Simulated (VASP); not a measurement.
# Ti (Im-3m) in VASP: further runs

Ti is run at these levels: PBEsol; tasks: relaxation of cell and atoms, single point.

Program: VASP 6.6.1. These are calculated values, not measurements. Logs are shortened: lines on timing, memory, paths and dates and some standing lists are left out, and cuts for length are marked.

## Step 1: The cell of the first run

The structure is cubic, space group Im-3m (No. 229). Conventional cell: a = 3.115 Å, b = 3.115 Å, c = 3.115 Å, α = 90.00°, β = 90.00°, γ = 90.00°. Ti (site symmetry m-3m) has 14 Ti at 2.70 to 3.12 Å within 3.6 Å.

## Step 2: Relaxation of cell and atoms, PBEsol, target pressure 13 GPa, at which the enthalpy is minimised

Input file INCAR:

```
SYSTEM = Ti
PREC     = Accurate       ! precision mode
ENCUT    = 600            ! plane-wave cutoff, eV
EDIFF    = 1E-7           ! SCF threshold, eV
ISMEAR   = -1             ! smearing method
SIGMA    = 0.05           ! smearing width, eV
LREAL    = .False.        ! projectors in reciprocal space
LASPH    = .True.         ! aspherical terms in the spheres
NELM     = 80             ! most SCF steps
ALGO     = Normal         ! electronic algorithm
ISIF     = 3              ! what is computed and relaxed
LWAVE    = .False.        ! write WAVECAR
LCHARG   = .False.        ! write CHGCAR
GGA      = PS             ! functional
IBRION   = 2              ! ionic algorithm
NSW      = 60             ! ionic steps
EDIFFG   = -0.005         ! ionic threshold
PSTRESS  = 130.0
```

Input file KPOINTS:

```
Automatic mesh
0
Gamma
  17 17 17
  0 0 0
```

Input file POSCAR:

```
Ti
1.0
   -1.5576220291      1.5576220291      1.5576220291
    1.5576220291     -1.5576220291      1.5576220291
    1.5576220291      1.5576220291     -1.5576220291
Ti
1
Direct
    0.0000000000      0.0000000000      0.0000000000
```

Potentials or basis: VASP PAW PBE potentials, release 64 (Ti_sv).

Run with:

```bash
> cat potpaw_PBE.64/Ti_sv/POTCAR > POTCAR
> mpirun -np 1 vasp_std > vasp.out
```

OUTCAR:

```text
SYSTEM = Ti
   PREC = Accurate
   ENCUT = 600
   EDIFF = 1E-7
   ISMEAR = -1
   LREAL = .False.
   LASPH = .True.
   NELM = 80
   ISIF = 3
   GGA = PS
   IBRION = 2
   NSW = 60
   EDIFFG = -0.005
   PSTRESS = 130.0

 ion  position               nearest neighbor table
   1  0.000  0.000  0.000-

  LATTYP: Found a body centered cubic cell.
 ALAT       =     3.1152440582

  Lattice vectors:

 A1 = (  -1.5576220291,   1.5576220291,   1.5576220291)
 A2 = (   1.5576220291,  -1.5576220291,   1.5576220291)
 A3 = (   1.5576220291,   1.5576220291,  -1.5576220291)

Analysis of symmetry for initial positions (statically):
=====================================================================
 Subroutine PRICEL returns:
 Original cell was already a primitive cell.

 Routine SETGRP: Setting up the symmetry group for a
 body centered cubic supercell.

 Subroutine GETGRP returns: Found 48 space group operations
 (whereof 48 operations were pure point group operations)
 out of a pool of 48 trial point group operations.

The static configuration has the point symmetry O_h .

Analysis of symmetry for dynamics (positions and initial velocities):
=====================================================================
 Subroutine PRICEL returns:
 Original cell was already a primitive cell.

 Routine SETGRP: Setting up the symmetry group for a
 body centered cubic supercell.

 Subroutine GETGRP returns: Found 48 space group operations
 (whereof 48 operations were pure point group operations)
 out of a pool of 48 trial point group operations.

The dynamic configuration has the point symmetry O_h .

 Subroutine INISYM returns: Found 48 space group operations
 (whereof 48 operations are pure point group operations),
 and found     1 'primitive' translations

----------------------------------------------------------------------------------------

                                     Primitive cell

  volume of cell :      15.1163

  direct lattice vectors                    reciprocal lattice vectors
    -1.557622029  1.557622029  1.557622029     0.000000000  0.321002137  0.321002137
     1.557622029 -1.557622029  1.557622029     0.321002137  0.000000000  0.321002137
     1.557622029  1.557622029 -1.557622029     0.321002137  0.321002137  0.000000000

  length of vectors
     2.697880493  2.697880493  2.697880493     0.453965576  0.453965576  0.453965576

  position of ions in fractional coordinates (direct lattice)
     0.000000000  0.000000000  0.000000000

  ion indices of the primitive-cell ions
   primitive index   ion index
                 1           1

----------------------------------------------------------------------------------------

 KPOINTS: Automatic mesh

Automatic generation of k-mesh.
 Grid dimensions read from file:
 generate k-points for:   17   17   17

 Generating k-lattice:

  Cartesian coordinates                     Fractional coordinates (reciprocal lattice)
     0.000000000  0.018882479  0.018882479     0.058823529  0.000000000  0.000000000
     0.018882479  0.000000000  0.018882479     0.000000000  0.058823529  0.000000000
     0.018882479  0.018882479  0.000000000     0.000000000  0.000000000  0.058823529

  Length of vectors
     0.026703857  0.026703857  0.026703857

  Shift w.r.t. Gamma in fractional coordinates (k-lattice)
     0.000000000  0.000000000  0.000000000

 Subroutine IBZKPT returns following result:
 ===========================================

 Found    165 irreducible k-points:

 Following reciprocal coordinates:
            Coordinates               Weight
  0.000000  0.000000  0.000000      1.000000
  0.058824  0.000000  0.000000     12.000000
  0.117647  0.000000  0.000000     12.000000
  0.176471  0.000000  0.000000     12.000000
  0.235294  0.000000  0.000000     12.000000
  0.294118  0.000000  0.000000     12.000000
[... 16 lines left out ...]
  0.411765  0.117647  0.000000     48.000000
  0.176471  0.176471  0.000000     24.000000
 [... further k-points ...]
   k-points           NKPTS =    165   k-points in BZ     NKDIM =    165   number of bands    NBANDS=     10
   number of dos      NEDOS =    301   number of ions     NIONS =      1
   total plane-waves  NPLWV =  13824
   dimension x,y,z NGX =    24 NGY =   24 NGZ =   24
   dimension x,y,z NGXF=    48 NGYF=   48 NGZF=   48
   ions per type =               1
   NGX,Y,Z   is equivalent  to a cutoff of  14.79, 14.79, 14.79 a.u.
   NGXF,Y,Z  is equivalent  to a cutoff of  29.58, 29.58, 29.58 a.u.
 SYSTEM =  Ti
   PREC   = accura    normal or accurate (medium, high low for compatibility)
   ISTART =      0    job   : 0-new  1-cont  2-samecut
   ICHARG =      2    charge: 1-file 2-atom 10-const
   ISPIN  =      1    spin polarized calculation?
   LNONCOLLINEAR =      F non collinear calculations
   LSORBIT =      F    spin-orbit coupling
   LASPH  =      T    aspherical Exc in radial PAW
   ENCUT  =  600.0 eV  44.10 Ry    6.64 a.u.   5.39  5.39  5.39*2*pi/ulx,y,z
   NELM   =     80;   NELMIN=  2; NELMDL= -5     # of ELM steps
   EDIFF  = 0.1E-06   stopping-criterion for ELM
   LREAL  =      F    real-space projection
   EDIFFG = -.5E-02   stopping-criterion for IOM
   NSW    =     60    number of steps for IOM
   IBRION =      2    ionic relax: 0-MD 1-quasi-New 2-CG
   NFREE  =      1    steps in history (QN), initial steepest desc. (CG)
   ISIF   =      3    stress and relaxation
   ISYM   =      2    0-nonsym 1-usesym 2-fastsym
   POTIM  = 0.5000    time-step for ionic-motion
   TEBEG  =    0.0;   TEEND  =   0.0 temperature during run
   PSTRESS=  130.0 pullay stress
   NELECT =      12.0000    total number of electrons
   NUPDOWN=      -1.0000    fix difference up-down
   EMIN   =  10.00;   EMAX   =-10.00  energy-range for DOS
   EFERMI =   0.00;   METHOD = LEGACY
   ISMEAR =    -1;   SIGMA  =   0.05  broadening in eV -4-tet -1-fermi 0-gaus
   EFERMI_NEDOS =   21; number of points for ismear=-14 and -15
   IALGO  =     38    algorithm
   IMIX   =      4    mixing-type and parameters
     AMIX     =   0.40;   BMIX     =  1.00
     AMIX_MAG =   1.60;   BMIX_MAG =  1.00
  volume/ion in A,a.u.               =      15.12       102.01
  Fermi-wavevector in a.u.,A,eV,Ry     =   1.515839  2.864521 31.263043  2.297769
  Thomas-Fermi vector in A             =   2.625309
   LORBIT       =      0    0 simple, 1 ext, 2 COOP (PROOUT), +10 PAW based schemes
   GGA     = PS    functional components
   LHFCALC =     F    Hartree Fock is set to
   AEXX    =    0.0000 exact exchange contribution
   IVDW    =     0    specifies the selected vdW correction
   LEPSILON=     F    determine dielectric tensor
   LRPA    =     F    only Hartree local field effects (RPA)
 conjugate gradient relaxation of ions
 non-spin polarized calculation
  energy-cutoff  :      600.00
  volume of cell :       15.12
 maximum number of plane-waves:       531
 NGX is ok and might be reduce to    24
   NGX = 11   NGY = 11   NGZ = 11

--------------------------------------- Ionic step        1  -------------------------------------------

 number of electron      11.9999998 magnetization

 Free energy of the ion-electron system (eV)
  ---------------------------------------------------
  ext. energy  EPLUGINS =         0.00000000
  ---------------------------------------------------
  free energy    TOTEN  =        -8.19771173 eV

  energy without entropy =       -8.18220188  energy(sigma->0) =       -8.18995680

------------------------ aborting loop because EDIFF is reached ----------------------------------------

  FORCE on cell =-STRESS in cart. coord.  units (eV):
  Direction    XX          YY          ZZ          XY          YZ          ZX
  --------------------------------------------------------------------------------------
  -------------------------------------------------------------------------------------
  Total        1.0643595      1.0643595      1.0643595      0.0000000      0.0000000     -0.0000000
  in kB      112.8113255    112.8113255    112.8113255      0.0000000      0.0000000     -0.0000000
  external PRESSURE =     -17.1886745 kB  Pullay stress =     130.0000000 kB

 VOLUME and BASIS-vectors are now :
 -----------------------------------------------------------------------------
  energy-cutoff  :      600.00
  volume of cell :       15.12
      direct lattice vectors                 reciprocal lattice vectors
    -1.557622029  1.557622029  1.557622029     0.000000000  0.321002137  0.321002137
     1.557622029 -1.557622029  1.557622029     0.321002137  0.000000000  0.321002137
     1.557622029  1.557622029 -1.557622029     0.321002137  0.321002137  0.000000000
[... 44 lines left out ...]
  FREE ENERGIE OF THE ION-ELECTRON SYSTEM (eV)
  ---------------------------------------------------
  free  energy   TOTEN  =        -8.1691010442 eV

  energy  without entropy=       -8.1543034417  energy(sigma->0) =       -8.16170224

  enthalpy is  TOTEN    =        -6.9711319338 eV   P V=        1.1979691104

--------------------------------------- Ionic step        3  -------------------------------------------

 number of electron      11.9999998 magnetization

 Free energy of the ion-electron system (eV)
  ---------------------------------------------------
  ext. energy  EPLUGINS =         0.00000000
  ---------------------------------------------------
  free energy    TOTEN  =        -8.18448162 eV

  energy without entropy =       -8.16931324  energy(sigma->0) =       -8.17689743

 E-fermi :   9.6091     XC(G=0): -12.3685

 val. band max:        9.6029152960   @ k =  -0.2353   0.2941   0.1765
 cond. band min:       9.6140811251   @ k =   0.2353   0.2353   0.0000
 fundamental gap:      0.0111658290
 Fermi energy:         9.6091195035

 k-point     1 :       0.0000    0.0000    0.0000
  band No.  band energies     occupation
      1     -46.4157      2.00000
      2     -22.1377      2.00000
      3     -22.1377      2.00000
      4     -22.1377      2.00000
      5       3.3728      2.00000
      6      10.7169      0.00000
      7      10.7169      0.00000
      8      10.7169      0.00000
      9      12.8451      0.00000
     10      12.8451      0.00000

 k-point     2 :       0.0588    0.0000    0.0000
  band No.  band energies     occupation
      1     -46.4077      2.00000
      2     -22.1769      2.00000
      3     -22.1493      2.00000
      4     -22.1381      2.00000
      5       3.5107      2.00000
      6      10.6487      0.00000
      7      10.6986      0.00000
      8      10.8228      0.00000
      9      12.7615      0.00000
     10      12.8486      0.00000
[... 274 lines left out ...]
 k-point    24 :       0.1765    0.1765    0.0000
  band No.  band energies     occupation
      1     -46.2518      2.00000
      2     -22.8380      2.00000
      3     -22.3633      2.00000
      4     -22.2093      2.00000
      5       6.3306      2.00000
      6       9.4870      1.83999
      7       9.7332      0.15433
      8      12.2906      0.00000
      9      13.2197      0.00000
     10      13.4702      0.00000

 [... further k-points ...]
[... 5 lines left out ...]
  --------------------------------------------------------------------------------------
  -------------------------------------------------------------------------------------
  Total        1.2127794      1.2127794      1.2127794      0.0000000      0.0000000      0.0000000
  in kB      130.0453441    130.0453441    130.0453441      0.0000000      0.0000000      0.0000000
  external PRESSURE =       0.0453441 kB  Pullay stress =     130.0000000 kB

 VOLUME and BASIS-vectors are now :
 -----------------------------------------------------------------------------
  energy-cutoff  :      600.00
  volume of cell :       14.94
      direct lattice vectors                 reciprocal lattice vectors
    -1.551597965  1.551597965  1.551597965     0.000000000  0.322248425  0.322248425
     1.551597965 -1.551597965  1.551597965     0.322248425  0.000000000  0.322248425
     1.551597965  1.551597965 -1.551597965     0.322248425  0.322248425  0.000000000

 POSITION                                       TOTAL-FORCE (eV/Angst)
 -----------------------------------------------------------------------------------
      0.00000     -0.00000      0.00000         0.000000      0.000000     -0.000000
 -----------------------------------------------------------------------------------
    total drift:                               -0.000000      0.000000      0.000000

  FREE ENERGIE OF THE ION-ELECTRON SYSTEM (eV)
  ---------------------------------------------------
  free  energy   TOTEN  =        -8.1844816185 eV

  energy  without entropy=       -8.1693132370  energy(sigma->0) =       -8.17689743

  enthalpy is  TOTEN    =        -6.9721250636 eV   P V=        1.2123565549

 reached required accuracy - stopping structural energy minimisation
```

It took 27 s on 1 thread of Intel Xeon 6975P-C (Granite Rapids), shared host; peak memory 0.16 GiB.

Results:

* Free energy: -8.1845 eV
* Relaxed volume: 14.94 Å³/atom
* Relaxed cell: a = 2.687 Å, b = 2.687 Å, c = 2.687 Å, α = 109.47°, β = 109.47°, γ = 109.47°
* Space group after relaxing (to 0.05 Å): Im-3m (No. 229)
* Energy change on relaxing (the enthalpy is what falls): +13.2 meV/atom
* Ionic steps: 3
* Pressure after relaxing: 13.0 GPa
* Band gap on the k mesh: zero (band 6 reaches 10.72 eV, above the bottom of band 7 at 8.89 eV)

Step by step:
```tsv
step	energy change (eV)	largest force (eV/Å)	pressure (GPa)	volume (Å³)
1	0.0000	0.0000	11.28	15.12
2	0.0286	0.0000	14.80	14.76
3	0.0132	0.0000	13.00	14.94
```

Final structure:
```cif
data_structure
_symmetry_space_group_name_H-M 'P 1'
_symmetry_Int_Tables_number 1
_cell_length_a 2.6874
_cell_length_b 2.6874
_cell_length_c 2.6874
_cell_angle_alpha 109.471
_cell_angle_beta 109.471
_cell_angle_gamma 109.471
_cell_volume 14.94
loop_
_atom_site_label
_atom_site_type_symbol
_atom_site_fract_x
_atom_site_fract_y
_atom_site_fract_z
_atom_site_occupancy
Ti1 Ti 0.00000 0.00000 0.00000 1
```

Caveat: the cell is relaxed towards a set pressure, so the enthalpy falls and the energy may rise; the PAW data sets were made with another functional, which shifts forces and pressure a little.

## Step 3: Single point, PBEsol

This run uses another cell than the first one, of 14.99 Å³/atom, 0.992 times its volume.

Input file INCAR:

```
ALGO = Normal
EDIFF = 1E-6
ENCUT = 520
GGA = PS
ISIF = 2
ISMEAR = -1
LASPH = True
LCHARG = False
LREAL = False
LWAVE = False
NBANDS = 12
NELM = 60
PREC = Accurate
SIGMA = 0.05
```

Input file KPOINTS:

```
k-points
0
Gamma
  17 17 17
```

Input file POSCAR:

```
Ti
1.0
   -1.5532694640      1.5532694640      1.5532694640
    1.5532694640     -1.5532694640      1.5532694640
    1.5532694640      1.5532694640     -1.5532694640
Ti
1
Direct
    0.0000000000      0.0000000000      0.0000000000
```

Potentials or basis: VASP PAW PBE potentials, release 64 (Ti_sv).

Run with:

```bash
> cat potpaw_PBE.64/Ti_sv/POTCAR > POTCAR
> mpirun -np 1 vasp_std > vasp.out
```

It took 13 s on 1 thread of AMD EPYC 9R45 (Zen 5), shared host; peak memory 0.11 GiB.

It converged, with:

```yaml
Free_energy: -8.1884 eV
Pressure: 12.5 GPa
Band_gap_on_the_k_mesh: zero (band 6 reaches 10.68 eV, above the bottom of band 7 at 8.85 eV)
```

Levels at points of the mesh, in eV from the Fermi level:
```csv
k point,band 4,band 5,band 6,band 7,band 8,band 9
"(0.00, 0.00, 0.00)",-31.76,-6.23,1.11,1.11,1.11,3.23
```

Caveat: the PAW data sets were made with another functional, which shifts forces and pressure a little.

[end of part 1 of 2]
